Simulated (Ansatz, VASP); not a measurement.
**BN in VASP and in Ansatz**

Contents of INCAR:

```
SYSTEM = BN
PREC = Accurate ; ENCUT = 520
EDIFF = 1E-6 ; ISMEAR = 0
SIGMA = 0.019000000000000003 ; LREAL = .False.
LASPH = .True. ; NELM = 80
ALGO = Normal ; ISIF = 2
LWAVE = .False. ; LCHARG = .False.
GGA = PE ; NBANDS = 16
```

The input KPOINTS:

```
regular mesh
0
Gamma
  12 12 4
  0 0 0
```

POSCAR

```
BN
1.0
    2.4982400000      0.0000000000      0.0000000000
   -1.2491200000      2.1635393048      0.0000000000
    0.0000000000      0.0000000000      6.6357000000
N B
2 2
Direct
    0.6666666667      0.3333333333      0.2500000000
    0.3333333333      0.6666666667      0.7500000000
    0.6666666667      0.3333333333      0.7500000000
    0.3333333333      0.6666666667      0.2500000000
```

File input.yaml:

```yaml
crystal:
  lattice:
    - [2.49824, 0.0, 0.0]
    - [-1.24912, 2.1635393048, 0.0]
    - [0.0, 0.0, 6.6357]
  atoms:
    - { symbol: "N", position: [0.6666666667, 0.3333333333, 0.25] }
    - { symbol: "N", position: [0.3333333333, 0.6666666667, 0.75] }
    - { symbol: B, position: [0.6666666667, 0.3333333333, 0.75] }
    - { symbol: B, position: [0.3333333333, 0.6666666667, 0.25] }
hamiltonian:
  xc: pbe
  pseudopotentials: { kind: paw }
kpoints:
  mp_grid: { grid: [12, 12, 4] }
scf:
  occupations: { method: gaussian, width: 0.019 }
output:
  forces: true
  stress: true
  eigenvalues: true
  write_density: true
  write_potential: true
  elf: true
  volumetric_format: npy
```

Alike in both runs: task single point; functional PBE; k mesh 12 × 12 × 4; occupations gaussian, width 0.019 eV; no spin polarisation.

|  | VASP | Ansatz |
| --- | --- | --- |
| version | VASP 6.6.1 | Ansatz 0.2.0 |
| potentials or method | VASP PAW PBE potentials, release 64 (N, B) | Ansatz PAW |
| plane-wave cutoff (eV) | 520 | 420 |
| valence electrons in the cell | 16 | 16 |

```csv
,VASP,Ansatz,Ansatz less VASP
gap on the k mesh at the Fermi level (eV),4.29,4.29,+0.008
least direct gap on the mesh (eV),4.66,4.66,+0.003
pressure (GPa),5.2,5.1,-0.08
"traceless stress, the component that is largest in VASP (GPa)",-2.29,-2.09,+0.205
```
